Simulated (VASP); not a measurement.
# K3W2 (R-3m) in VASP: single point with PBE

Aim: the single point of K3W2 with PBE.

All numbers are computed with VASP 6.6.1; they aren't measurements. Logs are shortened: lines on timing, memory, paths and dates and some standing lists are left out, and cuts for length are marked.

## Step 1: The cell of the first run

Symmetry: R-3m, No. 166, trigonal system. Conventional cell: a = 12.214 Å, b = 12.214 Å, c = 4.697 Å, α = 90.00°, β = 90.00°, γ = 120.00°. K (site symmetry 2/m) has 6 W at 3.54 to 4.48 Å and 10 K at 3.86 to 4.72 Å within 4.8 Å. W (site symmetry 3m) has 2 W at 2.30 to 2.40 Å within 3.0 Å.

The cell was built from a structure type or drawn by symmetry, and may not be a known phase.

## Step 2: Single point, PBE

INCAR reads:

```
SYSTEM = K3W2
PREC = Accurate
ENCUT = 520
EDIFF = 1E-6
ISMEAR = 0
SIGMA = 0.1
LREAL = .False.
LASPH = .True.
NELM = 100
ALGO = Fast
ISIF = 2
LWAVE = .False.
LCHARG = .True.
GGA = PE
LELF = .True.
LVHAR = .True.
NBANDS = 36
```

KPOINTS reads:

```
Automatic mesh
0
Gamma
  3 3 3
  0 0 0
```

POSCAR reads:

```
K3W2
1.0
    6.1070021171      3.5258793163      1.5657916512
   -6.1070021171      3.5258793163      1.5657916512
    0.0000000000     -7.0517586325      1.5657916512
K W
3 2
Direct
    0.5000000000      0.5000000000      0.0000000000
    0.0000000000      0.5000000000      0.5000000000
    0.5000000000      0.0000000000      0.5000000000
    0.2553400097      0.2553400097      0.2553400097
    0.7446599903      0.7446599903      0.7446599903
```

Potentials or basis: VASP PAW PBE potentials, release 64 (K_sv, W_sv).

Started as:

```console
> cat potpaw_PBE.64/K_sv/POTCAR potpaw_PBE.64/W_sv/POTCAR > POTCAR
> mpirun -np 1 vasp_std > vasp.out
```

OUTCAR:

```text
SYSTEM = K3W2
   PREC = Accurate
   ENCUT = 520
   EDIFF = 1E-6
   ISMEAR = 0
   LREAL = .False.
   LASPH = .True.
   NELM = 100
   ISIF = 2
   GGA = PE

 ion  position               nearest neighbor table
   1  0.500  0.500  0.000-   4 3.54   5 3.54
   2  0.000  0.500  0.500-   4 3.54   5 3.54
   3  0.500  0.000  0.500-   4 3.54   5 3.54
   4  0.255  0.255  0.255-   5 2.30   5 2.40   2 3.54   3 3.54   1 3.54
   5  0.745  0.745  0.745-   4 2.30   4 2.40   3 3.54   2 3.54   1 3.54

  LATTYP: Found a trigonal (rhomboedric) cell.
 ALAT       =     7.2235035340
 COS(alpha) =    -0.4295204007

  Lattice vectors:

 A1 = (   6.1070021171,   3.5258793163,   1.5657916512)
 A2 = (  -6.1070021171,   3.5258793163,   1.5657916512)
 A3 = (   0.0000000000,  -7.0517586325,   1.5657916512)

Analysis of symmetry for initial positions (statically):
=====================================================================
 Subroutine PRICEL returns:
 Original cell was already a primitive cell.

 Routine SETGRP: Setting up the symmetry group for a
 trigonal (rhombohedral) supercell.

 Subroutine GETGRP returns: Found 12 space group operations
 (whereof 12 operations were pure point group operations)
 out of a pool of 12 trial point group operations.

The static configuration has the point symmetry D_3d.

Analysis of symmetry for dynamics (positions and initial velocities):
=====================================================================
 Subroutine PRICEL returns:
 Original cell was already a primitive cell.

 Routine SETGRP: Setting up the symmetry group for a
 trigonal (rhombohedral) supercell.

 Subroutine GETGRP returns: Found 12 space group operations
 (whereof 12 operations were pure point group operations)
 out of a pool of 12 trial point group operations.

The dynamic configuration has the point symmetry D_3d.

 Subroutine INISYM returns: Found 12 space group operations
 (whereof 12 operations are pure point group operations),
 and found     1 'primitive' translations

----------------------------------------------------------------------------------------

                                     Primitive cell

  volume of cell :     202.2929

  direct lattice vectors                    reciprocal lattice vectors
     6.107002117  3.525879316  1.565791651     0.081873232  0.047269532  0.212884858
    -6.107002117  3.525879316  1.565791651    -0.081873232  0.047269532  0.212884858
     0.000000000 -7.051758633  1.565791651     0.000000000 -0.094539065  0.212884858

  length of vectors
     7.223503534  7.223503534  7.223503534     0.232932603  0.232932603  0.232932603

  position of ions in fractional coordinates (direct lattice)
     0.500000000  0.500000000  0.000000000
     0.000000000  0.500000000  0.500000000
     0.500000000  0.000000000  0.500000000
     0.255340010  0.255340010  0.255340010
     0.744659990  0.744659990  0.744659990

  ion indices of the primitive-cell ions
   primitive index   ion index
                 1           1
                 2           2
                 3           3
                 4           4
                 5           5

----------------------------------------------------------------------------------------

 KPOINTS: Automatic mesh

Automatic generation of k-mesh.
 Grid dimensions read from file:
 generate k-points for:    3    3    3

 Generating k-lattice:

  Cartesian coordinates                     Fractional coordinates (reciprocal lattice)
     0.027291077  0.015756511  0.070961619     0.333333333 -0.000000000  0.000000000
    -0.027291077  0.015756511  0.070961619    -0.000000000  0.333333333  0.000000000
     0.000000000 -0.031513022  0.070961619     0.000000000  0.000000000  0.333333333

  Length of vectors
     0.077644201  0.077644201  0.077644201

  Shift w.r.t. Gamma in fractional coordinates (k-lattice)
     0.000000000  0.000000000  0.000000000

 Subroutine IBZKPT returns following result:
 ===========================================

 Found      6 irreducible k-points:

 Following reciprocal coordinates:
            Coordinates               Weight
  0.000000  0.000000  0.000000      1.000000
  0.333333 -0.000000  0.000000      6.000000
  0.333333  0.333333  0.000000      6.000000
 -0.333333  0.333333  0.000000      6.000000
  0.333333  0.333333  0.333333      2.000000
 -0.333333  0.333333  0.333333      6.000000
   k-points           NKPTS =      6   k-points in BZ     NKDIM =      6   number of bands    NBANDS=     36
   number of dos      NEDOS =    301   number of ions     NIONS =      5
   total plane-waves  NPLWV = 157464
   dimension x,y,z NGX =    54 NGY =   54 NGZ =   54
   dimension x,y,z NGXF=   108 NGYF=  108 NGZF=  108
   ions per type =               3   2
   NGX,Y,Z   is equivalent  to a cutoff of  12.43, 12.43, 12.43 a.u.
   NGXF,Y,Z  is equivalent  to a cutoff of  24.86, 24.86, 24.86 a.u.
 SYSTEM =  K3W2
   PREC   = accura    normal or accurate (medium, high low for compatibility)
   ISTART =      0    job   : 0-new  1-cont  2-samecut
   ICHARG =      2    charge: 1-file 2-atom 10-const
   ISPIN  =      1    spin polarized calculation?
   LNONCOLLINEAR =      F non collinear calculations
   LSORBIT =      F    spin-orbit coupling
   LASPH  =      T    aspherical Exc in radial PAW
   ENCUT  =  520.0 eV  38.22 Ry    6.18 a.u.  13.43 13.43 13.43*2*pi/ulx,y,z
   NELM   =    100;   NELMIN=  2; NELMDL= -5     # of ELM steps
   EDIFF  = 0.1E-05   stopping-criterion for ELM
   LREAL  =      F    real-space projection
   EDIFFG = 0.1E-04   stopping-criterion for IOM
   NSW    =      0    number of steps for IOM
   IBRION =     -1    ionic relax: 0-MD 1-quasi-New 2-CG
   NFREE  =      0    steps in history (QN), initial steepest desc. (CG)
   ISIF   =      2    stress and relaxation
   ISYM   =      2    0-nonsym 1-usesym 2-fastsym
   POTIM  = 0.5000    time-step for ionic-motion
   TEBEG  =    0.0;   TEEND  =   0.0 temperature during run
   PSTRESS=    0.0 pullay stress
   NELECT =      55.0000    total number of electrons
   NUPDOWN=      -1.0000    fix difference up-down
   EMIN   =  10.00;   EMAX   =-10.00  energy-range for DOS
   EFERMI =   0.00;   METHOD = LEGACY
   ISMEAR =     0;   SIGMA  =   0.10  broadening in eV -4-tet -1-fermi 0-gaus
   EFERMI_NEDOS =   21; number of points for ismear=-14 and -15
   IALGO  =     68    algorithm
   IMIX   =      4    mixing-type and parameters
     AMIX     =   0.40;   BMIX     =  1.00
     AMIX_MAG =   1.60;   BMIX_MAG =  1.00
  volume/ion in A,a.u.               =      40.46       273.03
  Fermi-wavevector in a.u.,A,eV,Ry     =   1.060561  2.004169 15.303680  1.124789
  Thomas-Fermi vector in A             =   2.195946
   LORBIT       =      0    0 simple, 1 ext, 2 COOP (PROOUT), +10 PAW based schemes
   GGA     = PE    functional components
   LHFCALC =     F    Hartree Fock is set to
   AEXX    =    0.0000 exact exchange contribution
   IVDW    =     0    specifies the selected vdW correction
   LEPSILON=     F    determine dielectric tensor
   LRPA    =     F    only Hartree local field effects (RPA)
 non-spin polarized calculation
 RMM-DIIS sequential band-by-band and
 Gauss-broadening in eV      SIGMA  =   0.10
  energy-cutoff  :      520.00
  volume of cell :      202.29
 maximum number of plane-waves:      5507
 NGX is ok and might be reduce to    54
   NGX = 27   NGY = 27   NGZ = 27

 number of electron      54.9999997 magnetization

 Free energy of the ion-electron system (eV)
  ---------------------------------------------------
  ext. energy  EPLUGINS =         0.00000000
  ---------------------------------------------------
  free energy    TOTEN  =       -21.60211083 eV

  energy without entropy =      -21.59613964  energy(sigma->0) =      -21.59912524

 E-fermi :   1.3483     XC(G=0):  -7.6090

 val. band max:        1.1164642252   @ k =  -0.3333   0.3333   0.3333
 cond. band min:       1.4657538317   @ k =   0.3333  -0.0000   0.0000
 fundamental gap:      0.3492896066
 Fermi energy:         1.3482803489

 k-point     1 :       0.0000    0.0000    0.0000
  band No.  band energies     occupation
      1     -72.2911      2.00000
      2     -71.9407      2.00000
      3     -37.8875      2.00000
      4     -36.5735      2.00000
      5     -36.5735      2.00000
      6     -36.1708      2.00000
[... 28 lines left out ...]
     35       3.9937      0.00000
     36       4.7746      0.00000

 k-point     2 :       0.3333   -0.0000    0.0000
  band No.  band energies     occupation
      1     -72.2111      2.00000
      2     -72.0233      2.00000
      3     -37.2141      2.00000
      4     -36.4805      2.00000
      5     -36.4805      2.00000
      6     -36.2693      2.00000
[... 28 lines left out ...]
     35       4.2562      0.00000
     36       4.7012      0.00000

 k-point     3 :       0.3333    0.3333    0.0000
  band No.  band energies     occupation
      1     -72.2111      2.00000
      2     -72.0233      2.00000
      3     -37.2141      2.00000
      4     -36.4805      2.00000
      5     -36.4805      2.00000
      6     -36.2693      2.00000
[... 28 lines left out ...]
     35       4.7727      0.00000
     36       4.8225      0.00000

 k-point     4 :      -0.3333    0.3333    0.0000
  band No.  band energies     occupation
      1     -72.2911      2.00000
      2     -71.9407      2.00000
      3     -37.8875      2.00000
      4     -36.5735      2.00000
      5     -36.5735      2.00000
      6     -36.1708      2.00000
[... 28 lines left out ...]
     35       4.9320      0.00000
     36       5.1319      0.00000

 k-point     5 :       0.3333    0.3333    0.3333
  band No.  band energies     occupation
      1     -72.2911      2.00000
      2     -71.9407      2.00000
      3     -37.8875      2.00000
      4     -36.5735      2.00000
      5     -36.5735      2.00000
      6     -36.1708      2.00000
[... 28 lines left out ...]
     35       5.5997      0.00000
     36       5.7720      0.00000

 k-point     6 :      -0.3333    0.3333    0.3333
  band No.  band energies     occupation
      1     -72.2111      2.00000
      2     -72.0233      2.00000
      3     -37.2141      2.00000
      4     -36.4805      2.00000
      5     -36.4805      2.00000
      6     -36.2693      2.00000
[... 28 lines left out ...]
     35       4.6800      0.00000
     36       4.8001      0.00000

------------------------ aborting loop because EDIFF is reached ----------------------------------------

  FORCE on cell =-STRESS in cart. coord.  units (eV):
  Direction    XX          YY          ZZ          XY          YZ          ZX
  --------------------------------------------------------------------------------------
  -------------------------------------------------------------------------------------
  Total        0.1207404      0.1207404      0.7991540      0.0000000      0.0000000      0.0000000
  in kB        0.9562743      0.9562743      6.3293675      0.0000000      0.0000000      0.0000000
  external PRESSURE =       2.7473054 kB  Pullay stress =       0.0000000 kB

 VOLUME and BASIS-vectors are now :
 -----------------------------------------------------------------------------
  energy-cutoff  :      520.00
  volume of cell :      202.29
      direct lattice vectors                 reciprocal lattice vectors
     6.107002117  3.525879316  1.565791651     0.081873232  0.047269532  0.212884858
    -6.107002117  3.525879316  1.565791651    -0.081873232  0.047269532  0.212884858
     0.000000000 -7.051758633  1.565791651     0.000000000 -0.094539065  0.212884858

 POSITION                                       TOTAL-FORCE (eV/Angst)
 -----------------------------------------------------------------------------------
      0.00000      3.52588      1.56579         0.000000      0.000000      0.000000
     -3.05350     -1.76294      1.56579         0.000000      0.000000      0.000000
      3.05350     -1.76294      1.56579         0.000000      0.000000      0.000000
      0.00000      0.00000      1.19943         0.000000     -0.000000     -0.080887
      0.00000      0.00000      3.49795         0.000000      0.000000      0.080887
 -----------------------------------------------------------------------------------
    total drift:                                0.000000     -0.000000      0.000000

  FREE ENERGIE OF THE ION-ELECTRON SYSTEM (eV)
  ---------------------------------------------------
  free  energy   TOTEN  =       -21.6021108336 eV

  energy  without entropy=      -21.5961396432  energy(sigma->0) =      -21.59912524
```

It took 99 s on 1 thread of Intel Xeon 6975P-C (Granite Rapids), shared host; peak memory 0.39 GiB.

Results:

* Free energy: -21.6021 eV
* Pressure: 0.3 GPa
* Largest force: 0.081 eV/Å
* Band gap on the k mesh: zero (an odd number of electrons rules out a gap without spin polarisation)

Forces on the atoms (eV/Å):
```
K    0.000  0.000  0.000
K    0.000  0.000  0.000
K    0.000  0.000  0.000
W    0.000  0.000 -0.081
W    0.000  0.000  0.081
```

Caveat: the k points lie up to 0.49 Å⁻¹ apart, too coarse for converged energies and pressures of a metal; spin-orbit coupling is left out, which moves the levels of the heavy elements.
